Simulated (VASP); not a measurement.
# Be6Tl in VASP: notebook, part 2 of 2

VASP 6.6.1. Earlier steps stand in the parts before.

### 3 Single point, PBE

This run uses another cell than the first one, of the same volume but with other edges.

The input, INCAR:

```
ALGO     = Fast           # electronic algorithm
EDIFF    = 1E-6           # SCF threshold, eV
ENCUT    = 520            # plane-wave cutoff, eV
GGA      = PE             # functional
ISIF     = 2              # what is computed and relaxed
ISMEAR   = 0              # smearing method
LASPH    = True           # aspherical terms in the spheres
LCHARG   = False          # write CHGCAR
LREAL    = False          # projectors in reciprocal space
LWAVE    = False          # write WAVECAR
NBANDS   = 22             # bands
NELM     = 100            # most SCF steps
PREC     = Accurate       # precision mode
SIGMA    = 0.2            # smearing width, eV
```

The input, KPOINTS:

```
k-points
0
Gamma
  6 6 6
```

The input, POSCAR:

```
Be6Tl
1.0
    3.6291539937     -0.5475554648     -0.0503021702
   -0.4838081904      5.7457055310     -0.8940347899
   -0.0763232839     -0.8770706599      4.0594821726
Be Tl
6 1
Direct
    0.3487818863      0.5955325747      0.4050317673
    0.3784367238      0.0181666847      0.6162460153
    0.4688804466      0.3971615787      0.8057024164
    0.4263914834      0.2228577743      1.2185667442
   -0.0637366534      0.2472876978      0.9770501709
   -0.0637291720      1.2473551463      0.4844822263
    0.0049752852     -0.2283614562      0.9929206596
```

Potentials or basis: VASP PAW PBE potentials, release 64 (Be, Tl_d).

Command:

```bash
$ cat potpaw_PBE.64/Be/POTCAR potpaw_PBE.64/Tl_d/POTCAR > POTCAR
$ mpirun -np 1 vasp_std > vasp.out
```

OUTCAR:

```text
EDIFF = 1E-6
   ENCUT = 520
   GGA = PE
   ISIF = 2
   ISMEAR = 0
   LASPH = True
   LREAL = False
   NELM = 100
   PREC = Accurate

 ion  position               nearest neighbor table
   1  0.349  0.596  0.405-   4 2.12   2 2.28   6 2.37   5 2.37   7 2.72   7 2.72   7 3.15   7 3.15

   2  0.378  0.018  0.616-   3 2.01   1 2.28   4 2.34   4 2.34   5 2.36   6 2.36   7 2.67   7 2.67

   3  0.469  0.397  0.806-   2 2.01   6 2.18   5 2.18   4 2.27   4 2.27   6 2.31   5 2.31   7 2.47
                             7 2.96
   4  0.426  0.223  0.219-   5 2.12   6 2.12   1 2.12   6 2.12   5 2.12   3 2.27   3 2.27   2 2.34
                             2 2.34   7 2.57
   5  0.936  0.247  0.977-   6 2.05   6 2.11   4 2.12   4 2.12   3 2.18   3 2.31   2 2.36   1 2.37
                             7 2.87   7 2.99
   6  0.936  0.247  0.484-   5 2.05   5 2.11   4 2.12   4 2.12   3 2.18   3 2.31   2 2.36   1 2.37
                             7 2.87   7 2.99
   7  0.005  0.772  0.993-   3 2.47   4 2.57   2 2.67   2 2.67   1 2.72   1 2.72   6 2.87   5 2.87
                             3 2.96   6 2.99   5 2.99   1 3.15   1 3.15

  LATTYP: Found a triclinic cell.
 ALAT       =     5.8341588862
 B/A-ratio  =     0.7119878884
 C/A-ratio  =     0.6291520427
 COS(alpha) =     0.0000619715
 COS(beta)  =     0.2268478440
 COS(gamma) =     0.3558063849

  Lattice vectors:

 A1 = (   0.5601314743,  -4.8686348711,  -3.1654473827)
 A2 = (   0.0763232839,   0.8770706599,  -4.0594821726)
 A3 = (   3.6291539937,  -0.5475554648,  -0.0503021702)

Analysis of symmetry for initial positions (statically):
=====================================================================
 Subroutine PRICEL returns:
 Original cell was already a primitive cell.

 Routine SETGRP: Setting up the symmetry group for a
 triclinic supercell.

 Subroutine GETGRP returns: Found  1 space group operations
 (whereof  1 operations were pure point group operations)
 out of a pool of  2 trial point group operations.

The static configuration has the point symmetry C_1 .

Analysis of symmetry for dynamics (positions and initial velocities):
=====================================================================
 Subroutine PRICEL returns:
 Original cell was already a primitive cell.

 Routine SETGRP: Setting up the symmetry group for a
 triclinic supercell.

 Subroutine GETGRP returns: Found  1 space group operations
 (whereof  1 operations were pure point group operations)
 out of a pool of  2 trial point group operations.

The dynamic configuration has the point symmetry C_1 .

 Subroutine INISYM returns: Found  1 space group operations
 (whereof  1 operations are pure point group operations),
 and found     1 'primitive' translations

----------------------------------------------------------------------------------------

                                     Primitive cell

  volume of cell :      80.6466

  direct lattice vectors                    reciprocal lattice vectors
     3.629153994 -0.547555465 -0.050302170     0.279496618  0.025199400  0.010699334
    -0.483808190  5.745705531 -0.894034790     0.028109178  0.182631916  0.039986992
    -0.076323284 -0.877070660  4.059482173     0.009653909  0.040533956  0.255275899

[... 52 lines left out ...]
  0.333333  0.000000  0.000000      2.000000
  0.500000 -0.000000  0.000000      1.000000
 -0.000000  0.166667  0.000000      2.000000
  0.166667  0.166667  0.000000      2.000000
[... 16 lines left out ...]
  0.333333  0.000000  0.166667      2.000000
  0.500000  0.000000  0.166667      2.000000
 [... further k-points ...]
   k-points           NKPTS =    112   k-points in BZ     NKDIM =    112   number of bands    NBANDS=     22
   number of dos      NEDOS =    301   number of ions     NIONS =      7
   total plane-waves  NPLWV =  43008
   dimension x,y,z NGX =    28 NGY =   48 NGZ =   32
   dimension x,y,z NGXF=    56 NGYF=   96 NGZF=   64
   ions per type =               6   1
   NGX,Y,Z   is equivalent  to a cutoff of  12.68, 13.68, 12.81 a.u.
   NGXF,Y,Z  is equivalent  to a cutoff of  25.36, 27.35, 25.61 a.u.
 SYSTEM =  unknown system
   PREC   = accura    normal or accurate (medium, high low for compatibility)
   ISTART =      0    job   : 0-new  1-cont  2-samecut
   ICHARG =      2    charge: 1-file 2-atom 10-const
   ISPIN  =      1    spin polarized calculation?
   LNONCOLLINEAR =      F non collinear calculations
   LSORBIT =      F    spin-orbit coupling
   LASPH  =      T    aspherical Exc in radial PAW
   ENCUT  =  520.0 eV  38.22 Ry    6.18 a.u.   6.82 10.85  7.72*2*pi/ulx,y,z
   NELM   =    100;   NELMIN=  2; NELMDL= -5     # of ELM steps
   EDIFF  = 0.1E-05   stopping-criterion for ELM
   LREAL  =      F    real-space projection
   EDIFFG = 0.1E-04   stopping-criterion for IOM
   NSW    =      0    number of steps for IOM
   IBRION =     -1    ionic relax: 0-MD 1-quasi-New 2-CG
   NFREE  =      0    steps in history (QN), initial steepest desc. (CG)
   ISIF   =      2    stress and relaxation
   ISYM   =      2    0-nonsym 1-usesym 2-fastsym
   POTIM  = 0.5000    time-step for ionic-motion
   TEBEG  =    0.0;   TEEND  =   0.0 temperature during run
   PSTRESS=    0.0 pullay stress
   NELECT =      25.0000    total number of electrons
   NUPDOWN=      -1.0000    fix difference up-down
   EMIN   =  10.00;   EMAX   =-10.00  energy-range for DOS
   EFERMI =   0.00;   METHOD = LEGACY
   ISMEAR =     0;   SIGMA  =   0.20  broadening in eV -4-tet -1-fermi 0-gaus
   EFERMI_NEDOS =   21; number of points for ismear=-14 and -15
   IALGO  =     68    algorithm
   IMIX   =      4    mixing-type and parameters
     AMIX     =   0.40;   BMIX     =  1.00
     AMIX_MAG =   1.60;   BMIX_MAG =  1.00
  volume/ion in A,a.u.               =      11.52        77.75
  Fermi-wavevector in a.u.,A,eV,Ry     =   1.107965  2.093751 16.702333  1.227587
  Thomas-Fermi vector in A             =   2.244486
   LORBIT       =      0    0 simple, 1 ext, 2 COOP (PROOUT), +10 PAW based schemes
   GGA     = PE    functional components
   LHFCALC =     F    Hartree Fock is set to
   AEXX    =    0.0000 exact exchange contribution
   IVDW    =     0    specifies the selected vdW correction
   LEPSILON=     F    determine dielectric tensor
   LRPA    =     F    only Hartree local field effects (RPA)
 non-spin polarized calculation
 RMM-DIIS sequential band-by-band and
 Gauss-broadening in eV      SIGMA  =   0.20
  energy-cutoff  :      520.00
  volume of cell :       80.65
 maximum number of plane-waves:      2186
   NGX = 13   NGY = 21   NGZ = 15

 number of electron      24.9999999 magnetization

 Free energy of the ion-electron system (eV)
  ---------------------------------------------------
  ext. energy  EPLUGINS =         0.00000000
  ---------------------------------------------------
  free energy    TOTEN  =       -22.38913771 eV

  energy without entropy =      -22.36887876  energy(sigma->0) =      -22.37900823

 E-fermi :   6.2099     XC(G=0): -10.2861

 val. band max:        6.1997477584   @ k =  -0.3333   0.1667  -0.0000
 cond. band min:       6.2459215695   @ k =   0.3333   0.1667   0.5000
 fundamental gap:      0.0461738111
 Fermi energy:         6.2099007507

 k-point     1 :       0.0000    0.0000    0.0000
  band No.  band energies     occupation
      1      -5.7768      2.00000
      2      -5.6742      2.00000
      3      -5.5842      2.00000
      4      -5.5258      2.00000
      5      -5.4094      2.00000
      6      -4.2981      2.00000
[... 589 lines left out ...]
     21      13.3254      0.00000
     22      13.7431      0.00000

 [... further k-points ...]

------------------------ aborting loop because EDIFF is reached ----------------------------------------

  FORCE on cell =-STRESS in cart. coord.  units (eV):
  Direction    XX          YY          ZZ          XY          YZ          ZX
  --------------------------------------------------------------------------------------
  -------------------------------------------------------------------------------------
  Total        0.0469464      0.0127019      0.0282834     -0.0094033      0.0036706     -0.0011888
  in kB        0.9326668      0.2523443      0.5618961     -0.1868113      0.0729228     -0.0236175
  external PRESSURE =       0.5823024 kB  Pullay stress =       0.0000000 kB

 VOLUME and BASIS-vectors are now :
 -----------------------------------------------------------------------------
  energy-cutoff  :      520.00
  volume of cell :       80.65
      direct lattice vectors                 reciprocal lattice vectors
     3.629153994 -0.547555465 -0.050302170     0.279496618  0.025199400  0.010699334
    -0.483808190  5.745705531 -0.894034790     0.028109178  0.182631916  0.039986992
    -0.076323284 -0.877070660  4.059482173     0.009653909  0.040533956  0.255275899

 POSITION                                       TOTAL-FORCE (eV/Angst)
 -----------------------------------------------------------------------------------
      0.94675      2.87554      1.09425        -0.001274      0.000950     -0.001713
      1.31758     -0.64333      2.46636        -0.005982     -0.004041     -0.002192
      1.44800      1.31858      2.89207         0.005889      0.010653      0.004028
      1.42294      0.85530      0.66658        -0.001204     -0.001707     -0.001361
      3.20363      0.05124      3.69814        -0.000173     -0.001444      0.004027
      3.24122      0.48364      1.69851         0.000316     -0.000914     -0.003177
     -0.43105      3.56002      3.34062         0.002430     -0.003497      0.000388
 -----------------------------------------------------------------------------------
    total drift:                                0.000305      0.000146      0.000020

  FREE ENERGIE OF THE ION-ELECTRON SYSTEM (eV)
  ---------------------------------------------------
  free  energy   TOTEN  =       -22.3891377110 eV

  energy  without entropy=      -22.3688787578  energy(sigma->0) =      -22.37900823
```

Run time: 4.6 min. Hardware: 1 thread of Oxide Virtual Turin-like, shared host; peak memory 0.28 GiB.

Results:

```
Free energy   : -22.3891 eV
Pressure      : 0.1 GPa
Largest force : 0.013 eV/Å
```

Forces on the atoms (eV/Å):
```
Be  -0.001  0.001 -0.002
Be  -0.006 -0.004 -0.002
Be   0.006  0.011  0.004
Be  -0.001 -0.002 -0.001
Be   0.000 -0.001  0.004
Be   0.000 -0.001 -0.003
Tl   0.002 -0.003  0.000
```

Levels at points of the mesh, in eV from the Fermi level:
```tsv
k point	band 11	band 12	band 13	band 14	band 15	band 16
(0.00, 0.00, 0.00)	-2.41	-1.34	0.54	1.28	2.76	3.54
(0.50, 0.00, 0.00)	-2.46	-1.95	-0.13	0.76	2.44	2.95
(0.00, 0.50, 0.00)	-0.19	0.07	0.82	1.75	2.26	2.38
(0.50, 0.50, 0.00)	-2.36	-0.60	0.83	1.69	2.08	2.37
(0.00, 0.00, 0.50)	-0.74	-0.46	0.74	1.81	2.27	3.08
(0.50, 0.00, 0.50)	-3.64	-2.19	-1.36	-0.45	1.07	3.57
(0.00, 0.50, 0.50)	-0.74	-0.46	0.74	1.81	2.27	3.07
(0.50, 0.50, 0.50)	-3.64	-2.19	-1.36	-0.45	1.07	3.57
```

Caveat: spin-orbit coupling is left out, which moves the levels of the heavy elements.

### 4 Single point, PBE

The input, INCAR:

```
SYSTEM = Be6Tl
ALGO = Fast
EDIFF = 1E-6
ENCUT = 520
GGA = PE
ISIF = 2
ISMEAR = 0
LASPH = .TRUE.
LCHARG = .FALSE.
LREAL = .FALSE.
LWAVE = .FALSE.
NBANDS = 22
NELM = 100
PREC = Accurate
SIGMA = 0.1
```

The input, KPOINTS:

```
k-points
0
G
  10 10 10
  0 0 0
```

The input, POSCAR:

```
Be6Tl
1.0
    5.4596195878     -2.0809234702      0.0036566197
    5.4596195878      2.0809234702      0.0036566197
   -0.8896765403      0.0000000000      3.5490760327
Be Tl
6 1
Direct
    0.4042803052      0.4042803052      0.3474077767
    0.6163122754      0.6163122754      0.3802994348
    0.8051222413      0.8051222413      0.4703713037
    0.2183681713      0.2183681713      0.4271173559
    0.4846448400      0.9773134786      0.9369587177
    0.9773134786      0.4846448400      0.9369587177
    0.9936346778      0.9936346778      0.0008792120
```

Potentials or basis: VASP PAW PBE potentials, release 64 (Be, Tl_d).

Command:

```bash
$ cat potpaw_PBE.64/Be/POTCAR potpaw_PBE.64/Tl_d/POTCAR > POTCAR
$ mpirun -np 1 vasp_std > vasp.out
```

OUTCAR:

```text
SYSTEM = Be6Tl
   EDIFF = 1E-6
   ENCUT = 520
   GGA = PE
   ISIF = 2
   ISMEAR = 0
   LASPH = .TRUE.
   LREAL = .FALSE.
   NELM = 100
   PREC = Accurate

 ion  position               nearest neighbor table
   1  0.404  0.404  0.347-   4 2.12   2 2.29   5 2.36   6 2.36   7 2.74   7 2.74   7 3.14   7 3.14

   2  0.616  0.616  0.380-   3 2.01   1 2.29   4 2.35   4 2.35   5 2.35   6 2.35   7 2.67   7 2.67

   3  0.805  0.805  0.470-   2 2.01   5 2.18   6 2.18   4 2.28   4 2.28   5 2.30   6 2.30   7 2.46
                             7 2.98
   4  0.218  0.218  0.427-   5 2.11   6 2.11   5 2.12   6 2.12   1 2.12   3 2.28   3 2.28   2 2.35
                             2 2.35   7 2.57
   5  0.485  0.977  0.937-   6 2.05   6 2.11   4 2.11   4 2.12   3 2.18   3 2.30   2 2.35   1 2.36
                             7 2.86   7 3.00
   6  0.977  0.485  0.937-   5 2.05   5 2.11   4 2.11   4 2.12   3 2.18   3 2.30   2 2.35   1 2.36
                             7 2.86   7 3.00
   7  0.994  0.994  0.001-   3 2.46   4 2.57   2 2.67   2 2.67   1 2.74   1 2.74   6 2.86   5 2.86
                             3 2.98   6 3.00   5 3.00   1 3.14   1 3.14

  LATTYP: Found a base centered monoclinic cell.
 ALAT       =    10.9192416246
 B/A-ratio  =     0.3811479848
[... 203 lines left out ...]
  band No.  band energies     occupation
      1      -5.7880      2.00000
      2      -5.6890      2.00000
      3      -5.5939      2.00000
      4      -5.5336      2.00000
      5      -5.4205      2.00000
      6      -4.2944      2.00000
[... 589 lines left out ...]
     21      12.7806      0.00000
     22      13.4589      0.00000

 [... further k-points ...]

------------------------ aborting loop because EDIFF is reached ----------------------------------------

  FORCE on cell =-STRESS in cart. coord.  units (eV):
  Direction    XX          YY          ZZ          XY          YZ          ZX
  --------------------------------------------------------------------------------------
  -------------------------------------------------------------------------------------
  Total        0.0409249      0.0485532      0.0419568      0.0000000      0.0000000     -0.0091242
  in kB        0.8129465      0.9644757      0.8334433      0.0000000      0.0000000     -0.1812468
  external PRESSURE =       0.8702885 kB  Pullay stress =       0.0000000 kB

 VOLUME and BASIS-vectors are now :
 -----------------------------------------------------------------------------
  energy-cutoff  :      520.00
  volume of cell :       80.66
      direct lattice vectors                 reciprocal lattice vectors
     5.459619588 -2.080923470  0.003656620     0.091566099 -0.240277938  0.022953639
     5.459619588  2.080923470  0.003656620     0.091566099  0.240277938  0.022953639
    -0.889676540  0.000000000  3.549076033    -0.000188681  0.000000000  0.281716178

 POSITION                                       TOTAL-FORCE (eV/Angst)
 -----------------------------------------------------------------------------------
      4.10535      0.00000      1.23593         0.006088      0.000000      0.001953
      6.39132      0.00000      1.35422        -0.008514      0.000000      0.000866
      8.37284      0.00000      1.67527         0.010946      0.000000      0.006960
      2.00442      0.00000      1.51747        -0.006907      0.000000      0.002541
      7.14815      1.02521      3.33068         0.000267     -0.003375     -0.004236
      7.14815     -1.02521      3.33068         0.000267      0.003375     -0.004236
     10.84895      0.00000      0.01039        -0.002146      0.000000     -0.003847
 -----------------------------------------------------------------------------------
    total drift:                               -0.000005     -0.000000      0.000294

  FREE ENERGIE OF THE ION-ELECTRON SYSTEM (eV)
  ---------------------------------------------------
  free  energy   TOTEN  =       -22.3598288686 eV

  energy  without entropy=      -22.3551687166  energy(sigma->0) =      -22.35749879
```

stdout:

```text
POSCAR found type information on POSCAR BeTl
 POSCAR found :  2 types and       7 ions
 scaLAPACK will be used
 LDA part: xc-table for (Slater+PW92), standard interpolation
 POSCAR, INCAR and KPOINTS ok, starting setup
 FFT: planning ... GRIDC
 FFT: planning ... GRID_SOFT
 FFT: planning ... GRID
 WAVECAR not read
 entering main loop
```

Wall time 13 min (1 thread of Oxide Virtual Turin-like, shared host); peak memory 0.53 GiB.

Results:

```
Free energy   : -22.3598 eV
Pressure      : 0.1 GPa
Largest force : 0.013 eV/Å
```

Forces on the atoms (eV/Å):
```
Be   0.006  0.000  0.002
Be  -0.009  0.000  0.001
Be   0.011  0.000  0.007
Be  -0.007  0.000  0.003
Be   0.000 -0.003 -0.004
Be   0.000  0.003 -0.004
Tl  -0.002  0.000 -0.004
```

Caveat: spin-orbit coupling is left out, which moves the levels of the heavy elements.

### 5 Overview

```tsv
cell	k mesh	smearing	gap on the mesh (eV)	pressure (GPa)	largest force (eV/Å)
a = 5.835, b = 5.835, c = 3.671 Å, angles 103.1, 103.1, 41.7°, 7 atoms	4 × 4 × 6	gaussian 0.1 eV	none	-0.1	0.04
a = 3.671, b = 5.835, c = 4.154 Å, angles 110.9, 90.0, 103.1°, 7 atoms	6 × 6 × 6	gaussian 0.2 eV	none	0.1	0.01
a = 5.843, b = 5.843, c = 3.659 Å, angles 103.1, 103.1, 41.7°, 7 atoms	10 × 10 × 10	gaussian 0.1 eV	none	0.1	0.01
```

Alike in all rows: task single point; level PBE; potentials or basis VASP PAW PBE potentials, release 64 (Be, Tl_d); no spin polarisation; cutoff (eV) 520.

Caveats: some runs use coarse meshes; spin-orbit coupling is left out, which moves the levels of the heavy elements.

Total energies depend on the potentials used, so only differences within one code and one set of settings carry meaning.
